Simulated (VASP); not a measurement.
# KCl (P4/mmm) in VASP: notebook

The runs below take KCl through single point, with PBEsol.

Everything below comes from runs of VASP 6.6.1. Logs are shortened: lines on timing, memory, paths and dates and some standing lists are left out, and cuts for length are marked.

**1. The cell of the first run**

It takes space group P4/mmm (No. 123, tetragonal). Conventional cell: a = 3.935 Å, b = 3.935 Å, c = 3.647 Å, α = 90.00°, β = 90.00°, γ = 90.00°. Within 4.4 Å of K (site symmetry 4/mmm) lie 8 Cl at 3.33 Å and 6 K at 3.65 to 3.94 Å. Within 4.4 Å of Cl (site symmetry 4/mmm) lie 8 K at 3.33 Å and 6 Cl at 3.65 to 3.94 Å.

**2. Single point, PBEsol (strain +0.025 along x and y, -0.050 along z)**

The input, INCAR:

```
SYSTEM = KCl
  ALGO = Normal
  EDIFF = 1E-6
  ENCUT = 520
  GGA = PS
  ISIF = 2
  ISMEAR = 0
  LASPH = .TRUE.
  LCHARG = .FALSE.
  LREAL = .FALSE.
  LWAVE = .FALSE.
  NBANDS = 15
  NELM = 60
  PREC = Accurate
  SIGMA = 0.05
```

The input, KPOINTS:

```
k-points
0
G
  6 6 6
  0 0 0
```

The input, POSCAR:

```
KCl
1.0
    3.9351759000      0.0000000000      0.0000000000
    0.0000000000      3.9351759000      0.0000000000
    0.0000000000      0.0000000000      3.6472362000
K Cl
1 1
Direct
    0.0000000000      0.0000000000      0.0000000000
    0.5000000000      0.5000000000      0.5000000000
```

Potentials or basis: VASP PAW PBE potentials, release 64 (K_sv, Cl).

The run is started by

```bash
cat potpaw_PBE.64/K_sv/POTCAR potpaw_PBE.64/Cl/POTCAR > POTCAR
mpirun -np 1 vasp_std > vasp.out
```

OUTCAR:

```text
SYSTEM = KCl
   EDIFF = 1E-6
   ENCUT = 520
   GGA = PS
   ISIF = 2
   ISMEAR = 0
   LASPH = .TRUE.
   LREAL = .FALSE.
   NELM = 60
   PREC = Accurate

 ion  position               nearest neighbor table
   1  0.000  0.000  0.000-
   2  0.500  0.500  0.500-

  LATTYP: Found a simple tetragonal cell.
 ALAT       =     3.9351759000
 C/A-ratio  =     0.9268292683

  Lattice vectors:

 A1 = (   3.9351759000,   0.0000000000,   0.0000000000)
 A2 = (   0.0000000000,   3.9351759000,   0.0000000000)
 A3 = (   0.0000000000,   0.0000000000,   3.6472362000)

Analysis of symmetry for initial positions (statically):
=====================================================================
 Subroutine PRICEL returns:
 Original cell was already a primitive cell.

 Routine SETGRP: Setting up the symmetry group for a
 simple tetragonal supercell.

 Subroutine GETGRP returns: Found 16 space group operations
 (whereof 16 operations were pure point group operations)
 out of a pool of 16 trial point group operations.

The static configuration has the point symmetry D_4h.

Analysis of symmetry for dynamics (positions and initial velocities):
=====================================================================
 Subroutine PRICEL returns:
 Original cell was already a primitive cell.

 Routine SETGRP: Setting up the symmetry group for a
 simple tetragonal supercell.

 Subroutine GETGRP returns: Found 16 space group operations
 (whereof 16 operations were pure point group operations)
 out of a pool of 16 trial point group operations.

The dynamic configuration has the point symmetry D_4h.

 Subroutine INISYM returns: Found 16 space group operations
 (whereof 16 operations are pure point group operations),
 and found     1 'primitive' translations

----------------------------------------------------------------------------------------

                                     Primitive cell

  volume of cell :      56.4797

  direct lattice vectors                    reciprocal lattice vectors
     3.935175900  0.000000000  0.000000000     0.254118247  0.000000000  0.000000000
     0.000000000  3.935175900  0.000000000     0.000000000  0.254118247  0.000000000
     0.000000000  0.000000000  3.647236200     0.000000000  0.000000000  0.274180213

  length of vectors
     3.935175900  3.935175900  3.647236200     0.254118247  0.254118247  0.274180213

  position of ions in fractional coordinates (direct lattice)
     0.000000000  0.000000000  0.000000000
     0.500000000  0.500000000  0.500000000

  ion indices of the primitive-cell ions
   primitive index   ion index
                 1           1
                 2           2

----------------------------------------------------------------------------------------

 KPOINTS: k-points

Automatic generation of k-mesh.
 Grid dimensions read from file:
 generate k-points for:    6    6    6

 Generating k-lattice:

  Cartesian coordinates                     Fractional coordinates (reciprocal lattice)
     0.042353041  0.000000000  0.000000000     0.166666667  0.000000000  0.000000000
     0.000000000  0.042353041  0.000000000     0.000000000  0.166666667  0.000000000
     0.000000000  0.000000000  0.045696702     0.000000000  0.000000000  0.166666667

  Length of vectors
     0.042353041  0.042353041  0.045696702

  Shift w.r.t. Gamma in fractional coordinates (k-lattice)
     0.000000000  0.000000000  0.000000000

 Subroutine IBZKPT returns following result:
 ===========================================

 Found     40 irreducible k-points:

 Following reciprocal coordinates:
            Coordinates               Weight
  0.000000  0.000000  0.000000      1.000000
  0.166667  0.000000  0.000000      4.000000
  0.333333  0.000000  0.000000      4.000000
  0.500000  0.000000  0.000000      2.000000
  0.166667  0.166667  0.000000      4.000000
  0.333333  0.166667  0.000000      8.000000
[... 16 lines left out ...]
  0.333333  0.000000  0.333333      8.000000
  0.500000  0.000000  0.333333      4.000000
 [... further k-points ...]
   k-points           NKPTS =     40   k-points in BZ     NKDIM =     40   number of bands    NBANDS=     15
   number of dos      NEDOS =    301   number of ions     NIONS =      2
   total plane-waves  NPLWV =  25200
   dimension x,y,z NGX =    30 NGY =   30 NGZ =   28
   dimension x,y,z NGXF=    60 NGYF=   60 NGZF=   56
   ions per type =               1   1
   NGX,Y,Z   is equivalent  to a cutoff of  12.67, 12.67, 12.76 a.u.
   NGXF,Y,Z  is equivalent  to a cutoff of  25.35, 25.35, 25.53 a.u.
 SYSTEM =  KCl
   PREC   = accura    normal or accurate (medium, high low for compatibility)
   ISTART =      0    job   : 0-new  1-cont  2-samecut
   ICHARG =      2    charge: 1-file 2-atom 10-const
   ISPIN  =      1    spin polarized calculation?
   LNONCOLLINEAR =      F non collinear calculations
   LSORBIT =      F    spin-orbit coupling
   LASPH  =      T    aspherical Exc in radial PAW
   ENCUT  =  520.0 eV  38.22 Ry    6.18 a.u.   7.32  7.32  6.78*2*pi/ulx,y,z
   NELM   =     60;   NELMIN=  2; NELMDL= -5     # of ELM steps
   EDIFF  = 0.1E-05   stopping-criterion for ELM
   LREAL  =      F    real-space projection
   EDIFFG = 0.1E-04   stopping-criterion for IOM
   NSW    =      0    number of steps for IOM
   IBRION =     -1    ionic relax: 0-MD 1-quasi-New 2-CG
   NFREE  =      0    steps in history (QN), initial steepest desc. (CG)
   ISIF   =      2    stress and relaxation
   ISYM   =      2    0-nonsym 1-usesym 2-fastsym
   POTIM  = 0.5000    time-step for ionic-motion
   TEBEG  =    0.0;   TEEND  =   0.0 temperature during run
   PSTRESS=    0.0 pullay stress
   NELECT =      16.0000    total number of electrons
   NUPDOWN=      -1.0000    fix difference up-down
   EMIN   =  10.00;   EMAX   =-10.00  energy-range for DOS
   EFERMI =   0.00;   METHOD = LEGACY
   ISMEAR =     0;   SIGMA  =   0.05  broadening in eV -4-tet -1-fermi 0-gaus
   EFERMI_NEDOS =   21; number of points for ismear=-14 and -15
   IALGO  =     38    algorithm
   IMIX   =      4    mixing-type and parameters
     AMIX     =   0.40;   BMIX     =  1.00
     AMIX_MAG =   1.60;   BMIX_MAG =  1.00
  volume/ion in A,a.u.               =      28.24       190.57
  Fermi-wavevector in a.u.,A,eV,Ry     =   1.075187  2.031809 15.728710  1.156028
  Thomas-Fermi vector in A             =   2.211037
   LORBIT       =      0    0 simple, 1 ext, 2 COOP (PROOUT), +10 PAW based schemes
   GGA     = PS    functional components
   LHFCALC =     F    Hartree Fock is set to
   AEXX    =    0.0000 exact exchange contribution
   IVDW    =     0    specifies the selected vdW correction
   LEPSILON=     F    determine dielectric tensor
   LRPA    =     F    only Hartree local field effects (RPA)
 non-spin polarized calculation
 Gauss-broadening in eV      SIGMA  =   0.05
  energy-cutoff  :      520.00
  volume of cell :       56.48
 maximum number of plane-waves:      1550
 NGX is ok and might be reduce to    30
   NGX = 15   NGY = 15   NGZ = 13

 number of electron      15.9999994 magnetization

 Free energy of the ion-electron system (eV)
  ---------------------------------------------------
  ext. energy  EPLUGINS =         0.00000000
  ---------------------------------------------------
  free energy    TOTEN  =        -6.86843989 eV

  energy without entropy =       -6.86843989  energy(sigma->0) =       -6.86843989

 E-fermi :  -0.4049     XC(G=0):  -8.2748

 val. band max:       -0.6282838892   @ k =   0.5000   0.5000   0.0000
 cond. band min:       3.6902366992   @ k =   0.0000   0.0000   0.0000
 fundamental gap:      4.3185205884
 Fermi energy:        -0.4049170127

 k-point     1 :       0.0000    0.0000    0.0000
  band No.  band energies     occupation
      1     -28.8121      2.00000
      2     -13.4316      2.00000
      3     -12.2691      2.00000
      4     -12.2691      2.00000
      5     -12.2269      2.00000
      6      -1.2161      2.00000
      7      -1.2161      2.00000
      8      -0.7883      2.00000
      9       3.6902      0.00000
     10       5.3842      0.00000
     11       5.7559      0.00000
     12       9.3674      0.00000
     13       9.9350      0.00000
     14       9.9350      0.00000
     15      12.2907      0.00000

 k-point     2 :       0.1667    0.0000    0.0000
  band No.  band energies     occupation
      1     -28.8084      2.00000
      2     -13.4813      2.00000
      3     -12.2621      2.00000
      4     -12.2222      2.00000
      5     -12.2214      2.00000
      6      -1.6656      2.00000
      7      -1.2280      2.00000
      8      -0.7897      2.00000
      9       4.2999      0.00000
     10       5.8103      0.00000
     11       6.0299      0.00000
     12       9.3557      0.00000
     13       9.8606      0.00000
     14      10.0444      0.00000
     15      11.5176      0.00000

 k-point     3 :       0.3333    0.0000    0.0000
  band No.  band energies     occupation
      1     -28.8009      2.00000
      2     -13.5768      2.00000
      3     -12.2480      2.00000
      4     -12.2103      2.00000
      5     -12.1284      2.00000
      6      -2.3794      2.00000
      7      -1.2526      2.00000
      8      -0.7929      2.00000
      9       5.5417      0.00000
     10       6.4780      0.00000
     11       6.8906      0.00000
     12       9.4559      0.00000
     13       9.7881      0.00000
     14      10.0315      0.00000
     15      10.2925      0.00000

 k-point     4 :       0.5000    0.0000    0.0000
  band No.  band energies     occupation
      1     -28.7971      2.00000
      2     -13.6227      2.00000
      3     -12.2409      2.00000
      4     -12.2047      2.00000
      5     -12.0813      2.00000
      6      -2.6817      2.00000
      7      -1.2653      2.00000
      8      -0.7949      2.00000
      9       6.5870      0.00000
     10       6.6839      0.00000
     11       7.2411      0.00000
     12       9.2287      0.00000
     13       9.6402      0.00000
     14       9.8005      0.00000
     15      10.4366      0.00000
[... 307 lines left out ...]
 k-point    22 :       0.1667    0.0000    0.3333
  band No.  band energies     occupation
      1     -28.7830      2.00000
      2     -13.4596      2.00000
      3     -12.3462      2.00000
      4     -12.2270      2.00000
      5     -12.1902      2.00000
      6      -2.2344      2.00000
      7      -1.4500      2.00000
      8      -1.1467      2.00000
      9       5.8198      0.00000
     10       6.5046      0.00000
     11       7.5970      0.00000
     12       8.6847      0.00000
     13       8.9120      0.00000
     14       9.5918      0.00000
     15      10.8201      0.00000

 k-point    23 :       0.3333    0.0000    0.3333
  band No.  band energies     occupation
      1     -28.7761      2.00000
      2     -13.3470      2.00000
      3     -12.4611      2.00000
      4     -12.2463      2.00000
      5     -12.2161      2.00000
      6      -2.0899      2.00000
      7      -1.8774      2.00000
      8      -1.0800      2.00000
      9       5.8464      0.00000
     10       6.3319      0.00000
     11       8.1040      0.00000
     12       8.5045      0.00000
     13       8.7253      0.00000
     14       9.0169      0.00000
     15      11.3286      0.00000

 k-point    24 :       0.5000    0.0000    0.3333
  band No.  band energies     occupation
      1     -28.7727      2.00000
      2     -13.2864      2.00000
      3     -12.4954      2.00000
      4     -12.3011      2.00000
      5     -12.2107      2.00000
      6      -2.1818      2.00000
      7      -1.8968      2.00000
      8      -1.0458      2.00000
      9       5.6933      0.00000
     10       6.2532      0.00000
     11       7.9883      0.00000
     12       8.2587      0.00000
     13       8.7759      0.00000
     14      10.0604      0.00000
     15      10.9964      0.00000

 [... further k-points ...]

------------------------ aborting loop because EDIFF is reached ----------------------------------------

  FORCE on cell =-STRESS in cart. coord.  units (eV):
  Direction    XX          YY          ZZ          XY          YZ          ZX
  --------------------------------------------------------------------------------------
  -------------------------------------------------------------------------------------
  Total       -0.8656574     -0.8656574      0.2760850      0.0000000      0.0000000      0.0000000
  in kB      -24.5563866    -24.5563866      7.8317939      0.0000000      0.0000000      0.0000000
  external PRESSURE =     -13.7603264 kB  Pullay stress =       0.0000000 kB

 VOLUME and BASIS-vectors are now :
 -----------------------------------------------------------------------------
  energy-cutoff  :      520.00
  volume of cell :       56.48
      direct lattice vectors                 reciprocal lattice vectors
     3.935175900  0.000000000  0.000000000     0.254118247  0.000000000  0.000000000
     0.000000000  3.935175900  0.000000000     0.000000000  0.254118247  0.000000000
     0.000000000  0.000000000  3.647236200     0.000000000  0.000000000  0.274180213

 POSITION                                       TOTAL-FORCE (eV/Angst)
 -----------------------------------------------------------------------------------
      0.00000      0.00000      0.00000         0.000000      0.000000      0.000000
      1.96759      1.96759      1.82362         0.000000      0.000000      0.000000
 -----------------------------------------------------------------------------------
    total drift:                                0.000000      0.000000     -0.000000

  FREE ENERGIE OF THE ION-ELECTRON SYSTEM (eV)
  ---------------------------------------------------
  free  energy   TOTEN  =        -6.8684398915 eV

  energy  without entropy=       -6.8684398915  energy(sigma->0) =       -6.86843989
```

Wall time 27 s (1 thread of AMD EPYC 9R45 (Zen 5), shared host); peak memory 0.14 GiB.

Results:

```
Free energy            : -6.8684 eV
Pressure               : -1.4 GPa
Band gap on the k mesh : 4.32 eV, indirect (least direct gap 4.48 eV)
```

Levels at points of the mesh, in eV from the valence-band top:
```csv
k point,band 6,band 7,band 8,band 9,band 10,band 11
"(0.00, 0.00, 0.00)",-0.59,-0.59,-0.16,4.32,6.01,6.38
"(0.50, 0.00, 0.00)",-2.05,-0.64,-0.17,7.22,7.31,7.87
"(0.50, 0.50, 0.00)",-1.48,-1.48,0.00,5.65,7.29,9.11
"(0.00, 0.00, 0.50)",-2.09,-0.54,-0.54,7.30,7.68,8.16
"(0.50, 0.00, 0.50)",-1.57,-1.37,-0.34,5.86,6.69,8.25
"(0.50, 0.50, 0.50)",-1.69,-1.54,-1.54,8.32,8.32,8.56
```

Caveat: the cell differs from its parent crystal (strain +0.025 along x and y, -0.050 along z); the PAW data sets were made with another functional, which shifts forces and pressure a little. A k mesh can miss the band edges.

**3. Single point, PBEsol (strain +0.050 along x and y, -0.050 along z)**

The input, INCAR:

```
SYSTEM = KCl
PREC = Accurate
ENCUT = 520
EDIFF = 1E-6
ISMEAR = 0
SIGMA = 0.05
LREAL = .False.
LASPH = .True.
NELM = 60
ALGO = Normal
ISIF = 2
LWAVE = .False.
LCHARG = .True.
GGA = PS
LELF = .True.
LVHAR = .True.
NBANDS = 15
```

The input, KPOINTS:

```
regular mesh
0
Gamma
  6 6 6
  0 0 0
```

The input, POSCAR:

```
KCl
1.0
    4.0311558000      0.0000000000      0.0000000000
    0.0000000000      4.0311558000      0.0000000000
    0.0000000000      0.0000000000      3.6472362000
K Cl
1 1
Direct
    0.0000000000      0.0000000000      0.0000000000
    0.5000000000      0.5000000000      0.5000000000
```

Potentials or basis: VASP PAW PBE potentials, release 64 (K_sv, Cl).

The run is started by

```bash
cat potpaw_PBE.64/K_sv/POTCAR potpaw_PBE.64/Cl/POTCAR > POTCAR
mpirun -np 1 vasp_std > vasp.out
```

Run time: 33 s. Hardware: 1 thread of AMD EPYC 9R45 (Zen 5), shared host; peak memory 0.14 GiB.

The run converged. Its results:

```yaml
Free_energy: -6.8186 eV
Pressure: -2.0 GPa
Band_gap_on_the_k_mesh: 4.03 eV, indirect (least direct gap 4.17 eV)
```

Stress tensor (GPa, compression positive):
```
-3.33  0.00  0.00
 0.00 -3.33  0.00
 0.00  0.00  0.71
```

Levels at points of the mesh, in eV from the valence-band top:
| k point | band 5 | band 6 | band 7 | band 8 | band 9 | band 10 | band 11 | band 12 |
| --- | --- | --- | --- | --- | --- | --- | --- | --- |
| (0.00, 0.00, 0.00) | -11.80 | -0.68 | -0.68 | -0.14 | 4.03 | 5.92 | 6.39 | 9.68 |
| (0.50, 0.00, 0.00) | -11.65 | -2.00 | -0.72 | -0.14 | 6.89 | 6.99 | 7.64 | 9.82 |
| (0.50, 0.50, 0.00) | -11.77 | -1.49 | -1.49 | 0.00 | 5.47 | 7.23 | 9.11 | 9.11 |
| (0.00, 0.00, 0.50) | -11.79 | -2.04 | -0.60 | -0.60 | 7.01 | 7.60 | 7.88 | 9.45 |
| (0.50, 0.00, 0.50) | -11.78 | -1.59 | -1.35 | -0.42 | 5.78 | 6.49 | 8.02 | 8.36 |
| (0.50, 0.50, 0.50) | -11.92 | -1.67 | -1.48 | -1.48 | 8.10 | 8.10 | 8.36 | 8.91 |

Caveat: the cell differs from its parent crystal (strain +0.050 along x and y, -0.050 along z); the PAW data sets were made with another functional, which shifts forces and pressure a little. A k mesh can miss the band edges.

**4. Single point, PBEsol (strain +0.050 along x and y, -0.025 along z)**

The input, INCAR:

```
SYSTEM = KCl
ALGO = Normal ; EDIFF = 1E-7
ENCUT = 520 ; GGA = PS
ISIF = 2 ; ISMEAR = 0
LASPH = .TRUE. ; LCHARG = .FALSE.
LREAL = .FALSE. ; LWAVE = .FALSE.
NBANDS = 15 ; NELM = 100
PREC = Accurate ; SIGMA = 0.05
```

The input, KPOINTS:

```
k-points
0
G
  6 6 6
  0 0 0
```

Edit POSCAR of step 3 so:

```diff
@@ -4,3 +4,3 @@
     0.0000000000      4.0311558000      0.0000000000
-    0.0000000000      0.0000000000      3.6472362000
+    0.0000000000      0.0000000000      3.7432161000
 K Cl
```

The run is started by

```bash
cat potpaw_PBE.64/K_sv/POTCAR potpaw_PBE.64/Cl/POTCAR > POTCAR
mpirun -np 1 vasp_std > vasp.out
```

It took 26 s on 1 thread of AMD EPYC 9R45 (Zen 5), shared host; peak memory 0.14 GiB.

It converged, with:

```
Free energy            : -6.8206 eV
Pressure               : -2.3 GPa
Band gap on the k mesh : 4.08 eV, indirect (least direct gap 4.23 eV)
```

Stress tensor (GPa, compression positive):
```
-3.23  0.00  0.00
 0.00 -3.23  0.00
 0.00  0.00 -0.37
```

Levels at points of the mesh, in eV from the valence-band top:
```
           k point  band 5  band 6  band 7  band 8  band 9  band 10  band 11  band 12
(0.00, 0.00, 0.00)  -11.73   -0.53   -0.53   -0.15    4.08     6.11     6.44     9.86
(0.50, 0.00, 0.00)  -11.59   -1.84   -0.55   -0.14    6.92     7.14     7.65     9.83
(0.50, 0.50, 0.00)  -11.70   -1.34   -1.34    0.00    5.60     7.18     9.01     9.01
(0.00, 0.00, 0.50)  -11.68   -1.86   -0.47   -0.47    6.98     7.66     7.78     9.62
(0.50, 0.00, 0.50)  -11.71   -1.41   -1.24   -0.30    5.85     6.64     8.23     8.48
(0.50, 0.50, 0.50)  -11.85   -1.48   -1.35   -1.35    8.15     8.15     8.32     9.03
```

Caveat: the cell differs from its parent crystal (strain +0.050 along x and y, -0.025 along z); the PAW data sets were made with another functional, which shifts forces and pressure a little.

**5. Overview**

```tsv
cell	gap on the mesh (eV)	pressure (GPa)
a = 3.935, b = 3.935, c = 3.647 Å, 2 atoms	4.32	-1.4
a = 4.031, b = 4.031, c = 3.647 Å, 2 atoms	4.03	-2.0
a = 4.031, b = 4.031, c = 3.743 Å, 2 atoms	4.08	-2.3
```

Alike in all rows: task single point; level PBEsol; potentials or basis VASP PAW PBE potentials, release 64 (K_sv, Cl); no spin polarisation; k mesh 6 × 6 × 6; cutoff (eV) 520; smearing gaussian 0.05 eV.

Caveats: the PAW data sets were made with another functional, which shifts forces and pressure a little.

Absolute energies hang on the potentials; compare differences alone.
